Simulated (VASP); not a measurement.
# HfN (HfN (Fm-3m)) (Fm-3m) in VASP: single point with PBE

Aim: the single point of HfN (HfN (Fm-3m)) with PBE.

All numbers are computed with VASP 6.6.1; they aren't measurements. Logs are shortened: lines on timing, memory, paths and dates and some standing lists are left out, and cuts for length are marked.

## 1. The cell of the first run

It takes space group Fm-3m (No. 225, cubic). Conventional cell: a = 4.548 Å, b = 4.548 Å, c = 4.548 Å, α = 90.00°, β = 90.00°, γ = 90.00°. Hf (site symmetry m-3m) has 6 N at 2.27 Å within 3.0 Å. N (site symmetry m-3m) has 6 Hf at 2.27 Å within 3.0 Å.

## 2. Single point, PBE

INCAR reads:

```
PREC = Accurate
ENCUT = 520
EDIFF = 1E-7
ISMEAR = 1
SIGMA = 0.1
LREAL = Auto
LASPH = T
NELM = 100
ALGO = Normal
ISIF = 2
LWAVE = F
LCHARG = T
GGA = PE
LELF = T
LVHAR = T
NBANDS = 142
```

KPOINTS reads:

```
regular mesh
0
Gamma
  2 2 2
```

POSCAR reads:

```
HfN
1.0
   -4.5478633472      4.5478633472      4.5478633472
    4.5478633472     -4.5478633472      4.5478633472
    4.5478633472      4.5478633472     -4.5478633472
Hf N
16 16
Direct
    0.0000000000      0.0000000000      0.0000000000
    0.0000000000      0.2500000000      0.7500000000
    0.0000000000      0.5000000000      0.5000000000
    0.0000000000      0.7500000000      0.2500000000
    0.2500000000      0.0000000000      0.7500000000
    0.2500000000      0.2500000000      0.5000000000
    0.2500000000      0.5000000000      0.2500000000
    0.2500000000      0.7500000000      0.0000000000
    0.5000000000      0.0000000000      0.5000000000
    0.5000000000      0.2500000000      0.2500000000
    0.5000000000      0.5000000000      0.0000000000
    0.5000000000      0.7500000000      0.7500000000
    0.7500000000      0.0000000000      0.2500000000
    0.7500000000      0.2500000000      0.0000000000
    0.7500000000      0.5000000000      0.7500000000
    0.7500000000      0.7500000000      0.5000000000
    0.0000000000      0.0000000000      0.5000000000
    0.0000000000      0.2500000000      0.2500000000
    0.0000000000      0.5000000000      0.0000000000
    0.0000000000      0.7500000000      0.7500000000
    0.2500000000      0.0000000000      0.2500000000
    0.2500000000      0.2500000000      0.0000000000
    0.2500000000      0.5000000000      0.7500000000
    0.2500000000      0.7500000000      0.5000000000
    0.5000000000      0.0000000000      0.0000000000
    0.5000000000      0.2500000000      0.7500000000
    0.5000000000      0.5000000000      0.5000000000
    0.5000000000      0.7500000000      0.2500000000
    0.7500000000      0.0000000000      0.7500000000
    0.7500000000      0.2500000000      0.5000000000
    0.7500000000      0.5000000000      0.2500000000
    0.7500000000      0.7500000000      0.0000000000
```

Potentials or basis: VASP PAW PBE potentials, release 64 (Hf_pv, N).

Command:

```bash
$ cat potpaw_PBE.64/Hf_pv/POTCAR potpaw_PBE.64/N/POTCAR > POTCAR
$ mpirun -np 1 vasp_std > vasp.out
```

OUTCAR:

```text
PREC = Accurate
   ENCUT = 520
   EDIFF = 1E-7
   ISMEAR = 1
   LREAL = Auto
   LASPH = T
   NELM = 100
   ISIF = 2
   GGA = PE

 ion  position               nearest neighbor table
   1  0.000  0.000  0.000-  18 2.27  20 2.27  21 2.27  22 2.27  29 2.27  32 2.27  10 3.22  13 3.22
                            14 3.22   2 3.22   4 3.22   5 3.22   6 3.22   7 3.22   8 3.22  16 3.22
   2  0.000  0.250  0.750-  17 2.27  19 2.27  22 2.27  23 2.27  29 2.27  30 2.27  11 3.22  14 3.22
                            15 3.22   1 3.22   3 3.22   5 3.22   6 3.22   7 3.22   8 3.22  13 3.22
   3  0.000  0.500  0.500-  18 2.27  20 2.27  23 2.27  24 2.27  30 2.27  31 2.27  12 3.22  15 3.22
                            16 3.22   2 3.22   4 3.22   5 3.22   6 3.22   7 3.22   8 3.22  14 3.22
   4  0.000  0.750  0.250-  17 2.27  19 2.27  21 2.27  24 2.27  31 2.27  32 2.27   9 3.22  13 3.22
                            16 3.22   1 3.22   3 3.22   5 3.22   6 3.22   7 3.22   8 3.22  15 3.22
   5  0.250  0.000  0.750-  17 2.27  20 2.27  22 2.27  24 2.27  25 2.27  26 2.27  11 3.22  12 3.22
                            14 3.22   1 3.22   2 3.22   6 3.22   8 3.22   9 3.22  10 3.22   4 3.22
   6  0.250  0.250  0.500-  17 2.27  18 2.27  21 2.27  23 2.27  26 2.27  27 2.27  11 3.22  12 3.22
                            15 3.22   2 3.22   3 3.22   5 3.22   7 3.22   9 3.22  10 3.22   1 3.22
   7  0.250  0.500  0.250-  18 2.27  19 2.27  22 2.27  24 2.27  27 2.27  28 2.27  11 3.22  12 3.22
                            16 3.22   3 3.22   4 3.22   6 3.22   8 3.22   9 3.22  10 3.22   2 3.22
   8  0.250  0.750  0.000-  19 2.27  20 2.27  21 2.27  23 2.27  25 2.27  28 2.27  11 3.22  12 3.22
                            13 3.22   1 3.22   4 3.22   5 3.22   7 3.22   9 3.22  10 3.22   3 3.22
   9  0.500  0.000  0.500-  21 2.27  24 2.27  26 2.27  28 2.27  29 2.27  30 2.27  14 3.22  15 3.22
[... 17 lines left out ...]
  19  0.000  0.500  0.000-   2 2.27   4 2.27   7 2.27   8 2.27  14 2.27  15 2.27
  20  0.000  0.750  0.750-   1 2.27   3 2.27   5 2.27   8 2.27  15 2.27  16 2.27
  21  0.250  0.000  0.250-   1 2.27   4 2.27   6 2.27   8 2.27   9 2.27  10 2.27
  22  0.250  0.250  0.000-   1 2.27   2 2.27   5 2.27   7 2.27  10 2.27  11 2.27
[... 8 lines left out ...]
  31  0.750  0.500  0.250-   3 2.27   4 2.27  10 2.27  11 2.27  14 2.27  16 2.27
  32  0.750  0.750  0.000-   1 2.27   4 2.27  11 2.27  12 2.27  13 2.27  15 2.27

  LATTYP: Found a body centered cubic cell.
 ALAT       =     9.0957266944

  Lattice vectors:

 A1 = (  -4.5478633472,   4.5478633472,   4.5478633472)
 A2 = (   4.5478633472,  -4.5478633472,   4.5478633472)
 A3 = (   4.5478633472,   4.5478633472,  -4.5478633472)

Analysis of symmetry for initial positions (statically):
=====================================================================
 Subroutine PRICEL returns following result:

  LATTYP: Found a face centered cubic cell.
 ALAT       =     4.5478633472

  Lattice vectors:

[... 127 lines left out ...]
   NUPDOWN=      -1.0000    fix difference up-down
   EMIN   =  10.00;   EMAX   =-10.00  energy-range for DOS
   EFERMI =   0.00;   METHOD = LEGACY
   ISMEAR =     1;   SIGMA  =   0.10  broadening in eV -4-tet -1-fermi 0-gaus
   EFERMI_NEDOS =   21; number of points for ismear=-14 and -15
   IALGO  =     38    algorithm
   IMIX   =      4    mixing-type and parameters
     AMIX     =   0.40;   BMIX     =  1.00
     AMIX_MAG =   1.60;   BMIX_MAG =  1.00
  volume/ion in A,a.u.               =      11.76        79.35
  Fermi-wavevector in a.u.,A,eV,Ry     =   1.409239  2.663075 27.020534  1.985953
  Thomas-Fermi vector in A             =   2.531315
   LORBIT       =      0    0 simple, 1 ext, 2 COOP (PROOUT), +10 PAW based schemes
   GGA     = PE    functional components
   LHFCALC =     F    Hartree Fock is set to
   AEXX    =    0.0000 exact exchange contribution
   IVDW    =     0    specifies the selected vdW correction
   LEPSILON=     F    determine dielectric tensor
   LRPA    =     F    only Hartree local field effects (RPA)
 non-spin polarized calculation
 Methfessel and Paxton  Order N= 1 SIGMA  =   0.10
  energy-cutoff  :      520.00
  volume of cell :      376.25
 maximum number of plane-waves:     10192
 NGX is ok and might be reduce to    60
   NGX = 29   NGY = 29   NGZ = 29

 number of electron     239.9999987 magnetization

 Free energy of the ion-electron system (eV)
  ---------------------------------------------------
  ext. energy  EPLUGINS =         0.00000000
  ---------------------------------------------------
  free energy    TOTEN  =      -347.55810011 eV

  energy without entropy =     -347.48614663  energy(sigma->0) =     -347.53411561

 E-fermi :   8.2301     XC(G=0): -12.6311

 val. band max:        8.2097365418   @ k =   0.5000   0.0000   0.0000
 cond. band min:       8.4548615180   @ k =   0.5000   0.0000   0.0000
 fundamental gap:      0.2451249762
 Fermi energy:         8.2300896611

 k-point     1 :       0.0000    0.0000    0.0000
  band No.  band energies     occupation
      1     -23.7680      2.00000
      2     -23.7680      2.00000
      3     -23.7680      2.00000
      4     -23.6662      2.00000
      5     -23.6662      2.00000
      6     -23.6662      2.00000
[... 394 lines left out ...]
    131      11.0475      0.00000
    132      11.0476      0.00000
 [bands above 132 left out]

------------------------ aborting loop because EDIFF is reached ----------------------------------------

  FORCE on cell =-STRESS in cart. coord.  units (eV):
  Direction    XX          YY          ZZ          XY          YZ          ZX
  --------------------------------------------------------------------------------------
  -------------------------------------------------------------------------------------
  Total       -4.3338350     -4.3338350     -4.3338350      0.0000000      0.0000000     -0.0000000
  in kB      -18.4544346    -18.4544346    -18.4544346      0.0000000      0.0000000     -0.0000000
  external PRESSURE =     -18.4544346 kB  Pullay stress =       0.0000000 kB

 VOLUME and BASIS-vectors are now :
 -----------------------------------------------------------------------------
  energy-cutoff  :      520.00
  volume of cell :      376.25
      direct lattice vectors                 reciprocal lattice vectors
    -4.547863347  4.547863347  4.547863347     0.000000000  0.109941738  0.109941738
     4.547863347 -4.547863347  4.547863347     0.109941738  0.000000000  0.109941738
     4.547863347  4.547863347 -4.547863347     0.109941738  0.109941738  0.000000000

 POSITION                                       TOTAL-FORCE (eV/Angst)
 -----------------------------------------------------------------------------------
      0.00000      0.00000      0.00000         0.000000      0.000000     -0.000000
      4.54786      2.27393     -2.27393        -0.000000     -0.000000      0.000000
      4.54786      0.00000      0.00000        -0.000000      0.000000      0.000000
      4.54786     -2.27393      2.27393        -0.000000      0.000000     -0.000000
      2.27393      4.54786     -2.27393         0.000000     -0.000000      0.000000
      2.27393      2.27393      0.00000         0.000000      0.000000      0.000000
[... 24 lines left out ...]
      0.00000      2.27393      4.54786        -0.000000     -0.000000      0.000000
      0.00000      0.00000      6.82180         0.000000      0.000000     -0.000000
 -----------------------------------------------------------------------------------
    total drift:                               -0.000000     -0.000000      0.000000

  FREE ENERGIE OF THE ION-ELECTRON SYSTEM (eV)
  ---------------------------------------------------
  free  energy   TOTEN  =      -347.5581001086 eV

  energy  without entropy=     -347.4861466266  energy(sigma->0) =     -347.53411561
```

stdout:

```text
POSCAR found type information on POSCAR HfN
 POSCAR found :  2 types and      32 ions
 scaLAPACK will be used
 LDA part: xc-table for (Slater+PW92), standard interpolation
 POSCAR, INCAR and KPOINTS ok, starting setup
 FFT: planning ... GRIDC
 FFT: planning ... GRID_SOFT
 FFT: planning ... GRID
 WAVECAR not read
 entering main loop
```

Run time: 13 min. Hardware: 1 thread of AMD EPYC 7R13, shared host; peak memory 0.51 GiB.

What came out:

```yaml
Free_energy: -347.5581 eV
Pressure: -1.8 GPa
Band_gap_on_the_k_mesh: zero (band 120 reaches 9.93 eV, above the bottom of band 121 at 8.21 eV)
```

Caveat: the k points lie up to 0.49 Å⁻¹ apart; spin-orbit coupling is left out, which moves the levels of the heavy elements.
